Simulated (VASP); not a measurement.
# Ta3Cu (I4/mmm) in VASP: notebook

Ta3Cu is run at these levels: LDA, PBE; tasks: single point.

Everything below comes from runs of VASP 6.6.1. Logs are shortened: lines on timing, memory, paths and dates and some standing lists are left out, and cuts for length are marked.

### 1 The cell of the first run

Symmetry: I4/mmm, No. 139, tetragonal system. The conventional cell has a = 4.013 Å, b = 4.013 Å, c = 8.416 Å, α = 90.00°, β = 90.00°, γ = 90.00°. Ta (site symmetry 4/mmm) has 4 Cu at 2.84 Å and 8 Ta at 2.91 Å within 3.7 Å. Within 3.7 Å of Ta (site symmetry -4m2) lie 8 Ta at 2.84 to 2.91 Å and 4 Cu at 2.91 Å. Cu (site symmetry 4/mmm) has 12 Ta at 2.84 to 2.91 Å within 3.7 Å.

### 2 Single point, LDA

Input file INCAR:

```
SYSTEM = Ta3Cu
PREC = Accurate
ENCUT = 520
EDIFF = 1E-6
ISMEAR = -1
SIGMA = 0.05
LREAL = .FALSE.
LASPH = .TRUE.
NELM = 100
ALGO = Fast
ISIF = 2
LWAVE = .FALSE.
LCHARG = .FALSE.
NBANDS = 30
```

Input file KPOINTS:

```
regular mesh
0
G
  9 9 9
  0 0 0
```

Input file POSCAR:

```
Ta3Cu
1.0
   -2.0065070000      2.0065070000      4.2081700000
    2.0065070000     -2.0065070000      4.2081700000
    2.0065070000      2.0065070000     -4.2081700000
Ta Cu
3 1
Direct
    0.5000000000      0.5000000000      0.0000000000
    0.2500000000      0.7500000000      0.5000000000
    0.7500000000      0.2500000000      0.5000000000
    0.0000000000      0.0000000000      0.0000000000
```

Potentials or basis: VASP PAW LDA potentials, release 64 (Ta_pv, Cu).

Run with:

```
$ cat potpaw_LDA.64/Ta_pv/POTCAR potpaw_LDA.64/Cu/POTCAR > POTCAR
$ mpirun -np 1 vasp_std > vasp.out
```

OUTCAR:

```text
SYSTEM = Ta3Cu
   PREC = Accurate
   ENCUT = 520
   EDIFF = 1E-6
   ISMEAR = -1
   LREAL = .FALSE.
   LASPH = .TRUE.
   NELM = 100
   ISIF = 2

 ion  position               nearest neighbor table
   1  0.500  0.500  0.000-   4 2.84   4 2.84   4 2.84   4 2.84   3 2.91   2 2.91   3 2.91   3 2.91
                             2 2.91   2 2.91   3 2.91   2 2.91
   2  0.250  0.750  0.500-   3 2.84   3 2.84   3 2.84   3 2.84   4 2.91   1 2.91   4 2.91   1 2.91
                             4 2.91   4 2.91   1 2.91   1 2.91
   3  0.750  0.250  0.500-   2 2.84   2 2.84   2 2.84   2 2.84   4 2.91   1 2.91   4 2.91   4 2.91
                             1 2.91   1 2.91   4 2.91   1 2.91
   4  0.000  0.000  0.000-   1 2.84   1 2.84   1 2.84   1 2.84   3 2.91   2 2.91   3 2.91   2 2.91
                             3 2.91   3 2.91   2 2.91   2 2.91

  LATTYP: Found a body centered tetragonal cell.
 ALAT       =     4.0130140000
 C/A-ratio  =     2.0972615595

  Lattice vectors:

 A1 = (  -2.0065070000,   2.0065070000,   4.2081700000)
 A2 = (   2.0065070000,  -2.0065070000,   4.2081700000)
 A3 = (   2.0065070000,   2.0065070000,  -4.2081700000)

Analysis of symmetry for initial positions (statically):
=====================================================================
 Subroutine PRICEL returns:
 Original cell was already a primitive cell.

 Routine SETGRP: Setting up the symmetry group for a
 body centered tetragonal supercell.

 Subroutine GETGRP returns: Found 16 space group operations
 (whereof 16 operations were pure point group operations)
 out of a pool of 16 trial point group operations.

The static configuration has the point symmetry D_4h.

Analysis of symmetry for dynamics (positions and initial velocities):
=====================================================================
 Subroutine PRICEL returns:
 Original cell was already a primitive cell.

 Routine SETGRP: Setting up the symmetry group for a
 body centered tetragonal supercell.

 Subroutine GETGRP returns: Found 16 space group operations
 (whereof 16 operations were pure point group operations)
 out of a pool of 16 trial point group operations.

The dynamic configuration has the point symmetry D_4h.

 Subroutine INISYM returns: Found 16 space group operations
 (whereof 16 operations are pure point group operations),
 and found     1 'primitive' translations

----------------------------------------------------------------------------------------

                                     Primitive cell

  volume of cell :      67.7696

  direct lattice vectors                    reciprocal lattice vectors
    -2.006507000  2.006507000  4.208170000     0.000000000  0.249189263  0.118816493
     2.006507000 -2.006507000  4.208170000     0.249189263  0.000000000  0.118816493
     2.006507000  2.006507000 -4.208170000     0.249189263  0.249189263  0.000000000

  length of vectors
     5.075513317  5.075513317  5.075513317     0.276066383  0.276066383  0.352406835

  position of ions in fractional coordinates (direct lattice)
     0.500000000  0.500000000  0.000000000
     0.250000000  0.750000000  0.500000000
     0.750000000  0.250000000  0.500000000
     0.000000000  0.000000000  0.000000000

  ion indices of the primitive-cell ions
   primitive index   ion index
                 1           1
                 2           2
                 3           3
                 4           4

----------------------------------------------------------------------------------------

 KPOINTS: regular mesh

Automatic generation of k-mesh.
 Grid dimensions read from file:
 generate k-points for:    9    9    9

 Generating k-lattice:

  Cartesian coordinates                     Fractional coordinates (reciprocal lattice)
     0.000000000  0.027687696  0.013201833     0.111111111 -0.000000000  0.000000000
     0.027687696  0.000000000  0.013201833    -0.000000000  0.111111111  0.000000000
     0.027687696  0.027687696  0.000000000     0.000000000  0.000000000  0.111111111

  Length of vectors
     0.030674043  0.030674043  0.039156315

  Shift w.r.t. Gamma in fractional coordinates (k-lattice)
     0.000000000  0.000000000  0.000000000

 Subroutine IBZKPT returns following result:
 ===========================================

 Found     75 irreducible k-points:

 Following reciprocal coordinates:
            Coordinates               Weight
  0.000000  0.000000  0.000000      1.000000
  0.111111  0.000000 -0.000000      8.000000
  0.222222  0.000000 -0.000000      8.000000
  0.333333  0.000000 -0.000000      8.000000
  0.444444  0.000000 -0.000000      8.000000
  0.111111  0.111111 -0.000000      8.000000
[... 16 lines left out ...]
 -0.333333  0.333333  0.000000      4.000000
  0.444444  0.444444 -0.000000      8.000000
 [... further k-points ...]
   k-points           NKPTS =     75   k-points in BZ     NKDIM =     75   number of bands    NBANDS=     30
   number of dos      NEDOS =    301   number of ions     NIONS =      4
   total plane-waves  NPLWV =  64000
   dimension x,y,z NGX =    40 NGY =   40 NGZ =   40
   dimension x,y,z NGXF=    80 NGYF=   80 NGZF=   80
   ions per type =               3   1
   NGX,Y,Z   is equivalent  to a cutoff of  13.10, 13.10, 13.10 a.u.
   NGXF,Y,Z  is equivalent  to a cutoff of  26.20, 26.20, 26.20 a.u.
 SYSTEM =  Ta3Cu
   PREC   = accura    normal or accurate (medium, high low for compatibility)
   ISTART =      0    job   : 0-new  1-cont  2-samecut
   ICHARG =      2    charge: 1-file 2-atom 10-const
   ISPIN  =      1    spin polarized calculation?
   LNONCOLLINEAR =      F non collinear calculations
   LSORBIT =      F    spin-orbit coupling
   LASPH  =      T    aspherical Exc in radial PAW
   ENCUT  =  520.0 eV  38.22 Ry    6.18 a.u.   9.44  9.44  9.44*2*pi/ulx,y,z
   NELM   =    100;   NELMIN=  2; NELMDL= -5     # of ELM steps
   EDIFF  = 0.1E-05   stopping-criterion for ELM
   LREAL  =      F    real-space projection
   EDIFFG = 0.1E-04   stopping-criterion for IOM
   NSW    =      0    number of steps for IOM
   IBRION =     -1    ionic relax: 0-MD 1-quasi-New 2-CG
   NFREE  =      0    steps in history (QN), initial steepest desc. (CG)
   ISIF   =      2    stress and relaxation
   ISYM   =      2    0-nonsym 1-usesym 2-fastsym
   POTIM  = 0.5000    time-step for ionic-motion
   TEBEG  =    0.0;   TEEND  =   0.0 temperature during run
   PSTRESS=    0.0 pullay stress
   NELECT =      44.0000    total number of electrons
   NUPDOWN=      -1.0000    fix difference up-down
   EMIN   =  10.00;   EMAX   =-10.00  energy-range for DOS
   EFERMI =   0.00;   METHOD = LEGACY
   ISMEAR =    -1;   SIGMA  =   0.05  broadening in eV -4-tet -1-fermi 0-gaus
   EFERMI_NEDOS =   21; number of points for ismear=-14 and -15
   IALGO  =     68    algorithm
   IMIX   =      4    mixing-type and parameters
     AMIX     =   0.40;   BMIX     =  1.00
     AMIX_MAG =   1.60;   BMIX_MAG =  1.00
  volume/ion in A,a.u.               =      16.94       114.33
  Fermi-wavevector in a.u.,A,eV,Ry     =   1.417580  2.678837 27.341349  2.009532
  Thomas-Fermi vector in A             =   2.538795
   LORBIT       =      0    0 simple, 1 ext, 2 COOP (PROOUT), +10 PAW based schemes
   GGA     = CA    functional components
   LHFCALC =     F    Hartree Fock is set to
   AEXX    =    0.0000 exact exchange contribution
   IVDW    =     0    specifies the selected vdW correction
   LEPSILON=     F    determine dielectric tensor
   LRPA    =     F    only Hartree local field effects (RPA)
 non-spin polarized calculation
 RMM-DIIS sequential band-by-band and
  energy-cutoff  :      520.00
  volume of cell :       67.77
 maximum number of plane-waves:      1863
 NGX is ok and might be reduce to    40
   NGX = 19   NGY = 19   NGZ = 19

 number of electron      43.9999994 magnetization

 Free energy of the ion-electron system (eV)
  ---------------------------------------------------
  ext. energy  EPLUGINS =         0.00000000
  ---------------------------------------------------
  free energy    TOTEN  =       -42.35783382 eV

  energy without entropy =      -42.32174754  energy(sigma->0) =      -42.33979068

 E-fermi :   5.8716     XC(G=0): -12.6951

 val. band max:        5.8671269668   @ k =  -0.4444   0.4444   0.0000
 cond. band min:       5.8828785685   @ k =   0.1111   0.0000  -0.0000
 fundamental gap:      0.0157516017
 Fermi energy:         5.8716079342

 k-point     1 :       0.0000    0.0000    0.0000
  band No.  band energies     occupation
      1     -28.5819      2.00000
      2     -28.4300      2.00000
      3     -28.4300      2.00000
      4     -28.2134      2.00000
      5     -28.2134      2.00000
      6     -28.0585      2.00000
[... 22 lines left out ...]
     29      10.1480      0.00000
     30      11.1859      0.00000

 k-point     2 :       0.1111    0.0000   -0.0000
  band No.  band energies     occupation
      1     -28.5771      2.00000
      2     -28.4170      2.00000
      3     -28.4106      2.00000
      4     -28.2419      2.00000
      5     -28.2067      2.00000
      6     -28.0223      2.00000
[... 22 lines left out ...]
     29      10.5397      0.00000
     30      10.8589      0.00000

 k-point     3 :       0.2222    0.0000   -0.0000
  band No.  band energies     occupation
      1     -28.5502      2.00000
      2     -28.3986      2.00000
      3     -28.3840      2.00000
      4     -28.2472      2.00000
      5     -28.1835      2.00000
      6     -27.9655      2.00000
[... 22 lines left out ...]
     29      10.0407      0.00000
     30      10.8639      0.00000

 k-point     4 :       0.3333    0.0000   -0.0000
  band No.  band energies     occupation
      1     -28.5061      2.00000
      2     -28.4048      2.00000
      3     -28.3484      2.00000
      4     -28.1931      2.00000
      5     -28.1367      2.00000
      6     -27.9298      2.00000
[... 22 lines left out ...]
     29       9.1723      0.00000
     30      10.9001      0.00000

 k-point     5 :       0.4444    0.0000   -0.0000
  band No.  band energies     occupation
      1     -28.4998      2.00000
      2     -28.3419      2.00000
      3     -28.3279      2.00000
      4     -28.1524      2.00000
      5     -28.0739      2.00000
      6     -28.0603      2.00000
[... 22 lines left out ...]
     29       8.4276      0.00000
     30      11.0897      0.00000
[... 526 lines left out ...]
     29       9.9177      0.00000
     30      10.2598      0.00000

 k-point    22 :      -0.4444    0.3333    0.0000
  band No.  band energies     occupation
      1     -28.6849      2.00000
      2     -28.5238      2.00000
      3     -28.4494      2.00000
      4     -28.2450      2.00000
      5     -28.1314      2.00000
      6     -27.8184      2.00000
[... 22 lines left out ...]
     29       9.5746      0.00000
     30      10.1971      0.00000

 k-point    23 :      -0.3333    0.3333    0.0000
  band No.  band energies     occupation
      1     -28.6870      2.00000
      2     -28.4891      2.00000
      3     -28.3668      2.00000
      4     -28.2484      2.00000
      5     -28.1598      2.00000
      6     -27.8322      2.00000
[... 22 lines left out ...]
     29       9.3213      0.00000
     30      10.8656      0.00000

 k-point    24 :       0.4444    0.4444   -0.0000
  band No.  band energies     occupation
      1     -28.7055      2.00000
      2     -28.5725      2.00000
      3     -28.5102      2.00000
      4     -28.2400      2.00000
      5     -28.0989      2.00000
      6     -27.7985      2.00000
[... 22 lines left out ...]
     29       9.8053      0.00000
     30       9.8845      0.00000

 [... further k-points ...]

------------------------ aborting loop because EDIFF is reached ----------------------------------------

  FORCE on cell =-STRESS in cart. coord.  units (eV):
  Direction    XX          YY          ZZ          XY          YZ          ZX
  --------------------------------------------------------------------------------------
  -------------------------------------------------------------------------------------
  Total       -4.4491531     -4.4491531     -4.7584784      0.0000000      0.0000000      0.0000000
  in kB     -105.1848770   -105.1848770   -112.4978074      0.0000000      0.0000000      0.0000000
  external PRESSURE =    -107.6225205 kB  Pullay stress =       0.0000000 kB

 VOLUME and BASIS-vectors are now :
 -----------------------------------------------------------------------------
  energy-cutoff  :      520.00
  volume of cell :       67.77
      direct lattice vectors                 reciprocal lattice vectors
    -2.006507000  2.006507000  4.208170000     0.000000000  0.249189263  0.118816493
     2.006507000 -2.006507000  4.208170000     0.249189263  0.000000000  0.118816493
     2.006507000  2.006507000 -4.208170000     0.249189263  0.249189263  0.000000000

 POSITION                                       TOTAL-FORCE (eV/Angst)
 -----------------------------------------------------------------------------------
      0.00000      0.00000      4.20817         0.000000     -0.000000      0.000000
      2.00651      0.00000      2.10408         0.000000     -0.000000      0.000000
      0.00000      2.00651      2.10408        -0.000000      0.000000     -0.000000
      0.00000      0.00000      0.00000         0.000000     -0.000000      0.000000
 -----------------------------------------------------------------------------------
    total drift:                               -0.000000     -0.000000      0.000000

  FREE ENERGIE OF THE ION-ELECTRON SYSTEM (eV)
  ---------------------------------------------------
  free  energy   TOTEN  =       -42.3578338225 eV

  energy  without entropy=      -42.3217475408  energy(sigma->0) =      -42.33979068
```

It took 10 min on 1 thread of Intel Xeon 8259CL, shared host; peak memory 0.29 GiB.

Results:

| Quantity | Value |
| --- | --- |
| Free energy | -42.3578 eV |
| Pressure | -10.8 GPa |
| Band gap on the k mesh | zero (bands 22 and 23 overlap by 1.34 eV) |

Caveat: the cell stands under tension; spin-orbit coupling is left out, which moves the levels of the heavy elements.

### 3 Single point, PBE

Input file INCAR:

```
PREC = Accurate
ENCUT = 520
EDIFF = 1E-6
ISMEAR = -1
SIGMA = 0.05
LREAL = False
LASPH = True
NELM = 60
ALGO = Fast
ISIF = 2
LWAVE = False
LCHARG = True
GGA = PE
LELF = True
LVHAR = True
NBANDS = 30
```

Input file KPOINTS:

```
Automatic mesh
0
Gamma
  9 9 9
```

POSCAR is that of step 2.

Potentials or basis: VASP PAW PBE potentials, release 64 (Ta_pv, Cu).

Run with:

```
$ cat potpaw_PBE.64/Ta_pv/POTCAR potpaw_PBE.64/Cu/POTCAR > POTCAR
$ mpirun -np 1 vasp_std > vasp.out
```

It took 11 min on 1 thread of Intel Xeon 8259CL, shared host; peak memory 0.33 GiB.

The run converged. Its results:

```
Free energy            : -38.5214 eV
Pressure               : 0.9 GPa
Band gap on the k mesh : zero (bands 22 and 23 overlap by 1.32 eV)
```

Stress tensor (GPa, compression positive):
```
1.05 0.00 0.00
0.00 1.05 0.00
0.00 0.00 0.52
```

Levels at points of the mesh, in eV from the Fermi level:
```
           k point  band 18  band 19  band 20  band 21  band 22  band 23  band 24  band 25  band 26  band 27
(0.00, 0.00, 0.00)    -1.89    -1.64    -1.64    -0.18    -0.18     0.06     2.00     2.25     2.47     2.76
```

Caveat: spin-orbit coupling is left out, which moves the levels of the heavy elements.

### 4 Single point, LDA

This run uses another cell than the first one, of 17.28 Å³/atom.

Input file INCAR:

```
SYSTEM = Ta3Cu
  PREC = Accurate
  ENCUT = 520
  EDIFF = 1E-7
  ISMEAR = -1
  SIGMA = 0.05
  LREAL = .False.
  LASPH = .True.
  NELM = 80
  ALGO = Fast
  ISIF = 2
  LWAVE = .False.
  LCHARG = .True.
  GGA = CA
  LELF = .True.
  LVHAR = .True.
  NBANDS = 30
```

Input file KPOINTS:

```
Automatic mesh
0
Gamma
  9 9 9
  0 0 0
```

Input file POSCAR:

```
Ta3Cu
1.0
   -2.0197955131      2.0197955131      4.2360394877
    2.0197955131     -2.0197955131      4.2360394877
    2.0197955131      2.0197955131     -4.2360394877
Ta Cu
3 1
Direct
    0.5000000000      0.5000000000      0.0000000000
    0.2500000000      0.7500000000      0.5000000000
    0.7500000000      0.2500000000      0.5000000000
    0.0000000000      0.0000000000      0.0000000000
```

Potentials or basis: VASP PAW LDA potentials, release 64 (Ta_pv, Cu).

Run with:

```
$ cat potpaw_LDA.64/Ta_pv/POTCAR potpaw_LDA.64/Cu/POTCAR > POTCAR
$ mpirun -np 1 vasp_std > vasp.out
```

Wall time 9.6 min (1 thread of Intel Xeon 8259CL, shared host); peak memory 0.29 GiB.

The run converged. Its results:

| Property | Result |
| --- | --- |
| Free energy | -42.2558 eV |
| Pressure | -13.7 GPa |
| Band gap on the k mesh | zero (bands 22 and 23 overlap by 1.30 eV) |

Stress tensor (GPa, compression positive):
```
-13.46   0.00   0.00
  0.00 -13.46   0.00
  0.00   0.00 -14.04
```

Levels at points of the mesh, in eV from the Fermi level:
```tsv
k point	band 18	band 19	band 20	band 21	band 22	band 23	band 24	band 25	band 26	band 27
(0.00, 0.00, 0.00)	-1.87	-1.59	-1.59	-0.18	-0.18	0.04	2.03	2.15	2.35	2.66
```

Caveat: the cell stands under tension; spin-orbit coupling is left out, which moves the levels of the heavy elements.

### 5 Single point, PBE

This run uses another cell than the first one, of 17.28 Å³/atom.

Input file INCAR:

```
SYSTEM = Ta3Cu
ALGO = Fast
EDIFF = 1E-6
ENCUT = 520
GGA = PE
ISIF = 2
ISMEAR = -1
LASPH = .TRUE.
LCHARG = .FALSE.
LREAL = .FALSE.
LWAVE = .FALSE.
NBANDS = 30
NELM = 60
PREC = Accurate
SIGMA = 0.05
```

Input file KPOINTS:

```
k-points
0
G
  9 9 9
  0 0 0
```

POSCAR is that of step 4.

Potentials or basis: VASP PAW PBE potentials, release 64 (Ta_pv, Cu).

Run with:

```
$ cat potpaw_PBE.64/Ta_pv/POTCAR potpaw_PBE.64/Cu/POTCAR > POTCAR
$ mpirun -np 1 vasp_std > vasp.out
```

Run time: 8.9 min. Hardware: 1 thread of Intel Xeon 8259CL, shared host; peak memory 0.33 GiB.

The run converged. Its results:

* Free energy: -38.5127 eV
* Pressure: -2.8 GPa
* Band gap on the k mesh: zero (bands 22 and 23 overlap by 1.27 eV)

Stress tensor (GPa, compression positive):
```
-2.71  0.00  0.00
 0.00 -2.71  0.00
 0.00  0.00 -3.12
```

Levels at points of the mesh, in eV from the Fermi level:
```
           k point  band 18  band 19  band 20  band 21  band 22  band 23  band 24  band 25  band 26  band 27
(0.00, 0.00, 0.00)    -1.85    -1.59    -1.59    -0.17    -0.17     0.06     1.93     2.20     2.42     2.70
```

Caveat: spin-orbit coupling is left out, which moves the levels of the heavy elements.

### 6 The runs side by side

| level | potentials or basis | cell | further INCAR settings | gap on the mesh (eV) | pressure (GPa) |
| --- | --- | --- | --- | --- | --- |
| LDA | VASP PAW LDA potentials, release 64 (Ta_pv, Cu) | a = 5.076 Å, angles 133.4, 133.4, 68.0°, 4 atoms | ALGO = Fast; EDIFF = 1e-06; NBANDS = 30 | none | -10.8 |
| PBE | VASP PAW PBE potentials, release 64 (Ta_pv, Cu) | a = 5.076 Å, angles 133.4, 133.4, 68.0°, 4 atoms | ALGO = Fast; EDIFF = 1e-06; NBANDS = 30 | none | 0.9 |
| LDA | VASP PAW LDA potentials, release 64 (Ta_pv, Cu) | a = 5.109 Å, angles 133.4, 133.4, 68.0°, 4 atoms | ALGO = Fast; EDIFF = 1e-07; NBANDS = 30 | none | -13.7 |
| PBE | VASP PAW PBE potentials, release 64 (Ta_pv, Cu) | a = 5.109 Å, angles 133.4, 133.4, 68.0°, 4 atoms | ALGO = Fast; EDIFF = 1e-06; NBANDS = 30 | none | -2.8 |

Alike in all rows: task single point; no spin polarisation; k mesh 9 × 9 × 9; cutoff (eV) 520; smearing fermi-dirac 0.05 eV.

Caveats: spin-orbit coupling is left out, which moves the levels of the heavy elements; the cell stands under tension (at least some runs).

Total energies depend on the potentials used, so only differences within one code and one set of settings carry meaning.
